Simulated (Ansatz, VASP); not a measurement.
**Two plane-wave programs on Rh3N2**

```xyz
5
Lattice="3.0626 0.0000 0.0000 -1.5313 2.6523 0.0000 0.0000 0.0000 9.4126" Properties=species:S:1:pos:R:3 pbc="T T T"
Rh    0.0000    0.0000    0.0000
Rh    0.0000    1.7682    7.2481
Rh    1.5313    0.8841    2.1645
N     0.0000    1.7682    2.8255
N     1.5313    0.8841    6.5871
```

Alike in both runs: functional PBE; k mesh 12 × 12 × 4; occupations gaussian, width 0.1 eV; no spin polarisation.

Ansatz relaxed the structure, and its values are those at the end. VASP's run is a single point on that final structure, the one shown.

```csv
,VASP,Ansatz
version,VASP 6.6.1,Ansatz 0.2.0
potentials or method,"VASP PAW PBE potentials, release 64 (Rh_pv, N), cutoff 520 eV","scalar-relativistic, plane waves, PAW"
valence electrons in the cell,55,61
```

Ansatz gave:

* gap on the k mesh at the Fermi level (eV): none
* pressure (GPa): 0.0
* rms of the force components (eV/Å): 0.000

Problem. Which values does VASP return?

Solution. gap on the k mesh at the Fermi level (eV): none; pressure (GPa): 0.1; rms of the force components (eV/Å): 0.008.

A gap of «none» marks a metal or a gap that the smearing closes. The functional is the same, so the differences come from potentials, cutoffs and numerics. VASP's potentials hold 55 valence electrons a cell and Ansatz's 61, so a difference there can come from the potentials and not from the codes.
